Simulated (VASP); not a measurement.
# Sb (P6/mmm) in VASP: a series of runs, part 2 of 2

VASP 6.6.1. The steps go on from the part before.

### Step 3. Relaxation of cell and atoms, PBE, target pressure 8.4 GPa, at which the enthalpy is minimised

This run uses another cell than the first one, of 24.71 Å³/atom.

Contents of INCAR:

```
ALGO     = Normal         # electronic algorithm
EDIFF    = 1E-7           # SCF threshold, eV
EDIFFG   = -0.005         # ionic threshold
ENCUT    = 600            # plane-wave cutoff, eV
GGA      = PE             # functional
IBRION   = 2              # ionic algorithm
ISIF     = 3              # what is computed and relaxed
ISMEAR   = -1             # smearing method
LASPH    = True           # aspherical terms in the spheres
LCHARG   = False          # write CHGCAR
LREAL    = False          # projectors in reciprocal space
LWAVE    = False          # write WAVECAR
NELM     = 100            # most SCF steps
NSW      = 32             # ionic steps
PREC     = Accurate       # precision mode
PSTRESS  = 84.0         
SIGMA    = 0.1            # smearing width, eV
```

Contents of KPOINTS:

```
k-points
0
Gamma
  7 7 10
```

Contents of POSCAR:

```
Sb
1.0
    5.2385778839      0.0000000000      0.0000000000
   -2.6192889419      4.5367415271      0.0000000000
    0.0000000000      0.0000000000      3.1193779796
Sb
3
Direct
    0.0000000000      0.0000000000      0.0000000000
    0.3333333333      0.6666666667      0.5000000000
    0.6666666667      0.3333333333      0.5000000000
```

Potentials or basis: VASP PAW PBE potentials, release 64 (Sb).

The run is started by

```sh
cat potpaw_PBE.64/Sb/POTCAR > POTCAR
mpirun -np 1 vasp_std > vasp.out
```

OUTCAR:

```text
EDIFF = 1E-7
   EDIFFG = -0.005
   ENCUT = 600
   GGA = PE
   IBRION = 2
   ISIF = 3
   ISMEAR = -1
   LASPH = True
   LREAL = False
   NELM = 100
   NSW = 32
   PREC = Accurate
   PSTRESS = 84.0

 ion  position               nearest neighbor table
   1  0.000  0.000  0.000-   2 3.40   3 3.40   2 3.40   3 3.40   2 3.40   2 3.40   3 3.40   3 3.40
                             3 3.40   3 3.40   2 3.40   2 3.40
   2  0.333  0.667  0.500-   3 3.02   3 3.02   3 3.02   1 3.40   1 3.40   1 3.40   1 3.40   1 3.40
                             1 3.40
   3  0.667  0.333  0.500-   2 3.02   2 3.02   2 3.02   1 3.40   1 3.40   1 3.40   1 3.40   1 3.40
                             1 3.40

  LATTYP: Found a hexagonal cell.
 ALAT       =     5.2385778839
 C/A-ratio  =     0.5954627475

  Lattice vectors:

 A1 = (   5.2385778839,   0.0000000000,   0.0000000000)
 A2 = (  -2.6192889419,   4.5367415271,   0.0000000000)
 A3 = (   0.0000000000,   0.0000000000,   3.1193779796)

Analysis of symmetry for initial positions (statically):
=====================================================================
 Subroutine PRICEL returns:
 Original cell was already a primitive cell.

 Routine SETGRP: Setting up the symmetry group for a
[... 180 lines left out ...]
  in kB       82.8671908     82.8671908     82.9894532      0.0000000     -0.0000000     -0.0000000
  external PRESSURE =      -1.0920551 kB  Pullay stress =      84.0000000 kB
[... 65 lines left out ...]
--------------------------------------- Ionic step        3  -------------------------------------------

 number of electron      15.0000000 magnetization

 Free energy of the ion-electron system (eV)
  ---------------------------------------------------
  ext. energy  EPLUGINS =         0.00000000
  ---------------------------------------------------
  free energy    TOTEN  =       -11.48833261 eV

  energy without entropy =      -11.41586381  energy(sigma->0) =      -11.45209821

 E-fermi :   9.7305     XC(G=0): -10.6058

 val. band max:        9.7269293531   @ k =   0.1429   0.1429   0.4000
 cond. band min:       9.7317699225   @ k =   0.4286   0.1429   0.3000
 fundamental gap:      0.0048405694
 Fermi energy:         9.7304748525

 k-point     1 :       0.0000    0.0000    0.0000
  band No.  band energies     occupation
      1      -3.9660      2.00000
      2       1.3629      2.00000
      3       1.5644      2.00000
      4       5.2310      2.00000
      5       5.2310      2.00000
      6       5.5005      2.00000
      7       5.5005      2.00000
      8      11.4537      0.00000
      9      15.3501      0.00000
     10      15.7207      0.00000
     11      15.7207      0.00000
[... 309 lines left out ...]
 k-point    24 :       0.2857    0.2857    0.2000
  band No.  band energies     occupation
      1      -1.5601      2.00000
      2      -0.6028      2.00000
      3      -0.5086      2.00000
      4       6.2183      2.00000
      5       6.7596      2.00000
      6       8.4146      2.00000
      7       9.0529      1.99772
      8       9.8061      0.63888
      9      10.3631      0.00357
     10      12.7027      0.00000
     11      12.7575      0.00000

 [... further k-points ...]

------------------------ aborting loop because EDIFF is reached ----------------------------------------

  FORCE on cell =-STRESS in cart. coord.  units (eV):
  Direction    XX          YY          ZZ          XY          YZ          ZX
  --------------------------------------------------------------------------------------
  -------------------------------------------------------------------------------------
  Total        3.8870046      3.8870046      3.8875441      0.0000000     -0.0000000     -0.0000000
  in kB       84.1083847     84.1083847     84.1200600      0.0000000     -0.0000000     -0.0000000
  external PRESSURE =       0.1122765 kB  Pullay stress =      84.0000000 kB
[... 22 lines left out ...]
  energy  without entropy=      -11.4158638065  energy(sigma->0) =      -11.45209821

  enthalpy is  TOTEN    =        -7.6063369674 eV   P V=        3.8819956432

 reached required accuracy - stopping structural energy minimisation
```

Run time: 76 s. Hardware: 1 thread of Intel Xeon 8259CL, shared host; peak memory 0.24 GiB.

What came out:

```
Free energy                                                : -11.4883 eV
Relaxed volume                                             : 24.68 Å³/atom
Relaxed cell                                               : a = 5.236 Å, b = 5.236 Å, c = 3.118 Å, α = 90.00°, β = 90.00°, γ = 120.00°
Space group after relaxing (to 0.1 Å)                      : P6/mmm (No. 191)
Energy change on relaxing (the run minimises the enthalpy) : +1.6 meV/atom
Ionic steps                                                : 3
Pressure after relaxing                                    : 8.4 GPa
Band gap on the k mesh                                     : zero (an odd number of electrons rules out a gap without spin polarisation)
```

Step by step:
| step | energy change (eV) | largest force (eV/Å) | pressure (GPa) | volume (Å³) |
| --- | --- | --- | --- | --- |
| 1 | 0.0000 | 0.0000 | 8.29 | 74.14 |
| 2 | 0.0095 | 0.0000 | 8.52 | 73.95 |
| 3 | 0.0048 | 0.0000 | 8.41 | 74.04 |

Final structure:
```
CELL_PARAMETERS angstrom
5.23633 0.00000 0.00000
-2.61816 4.53479 0.00000
0.00000 0.00000 3.11818
ATOMIC_POSITIONS crystal
Sb 0.00000 0.00000 0.00000
Sb 0.33333 0.66667 0.50000
Sb 0.66667 0.33333 0.50000
```

Caveat: the cell is relaxed towards a set pressure, so the run minimises the enthalpy, not the energy; spin-orbit coupling is left out, which moves the levels of the heavy elements.
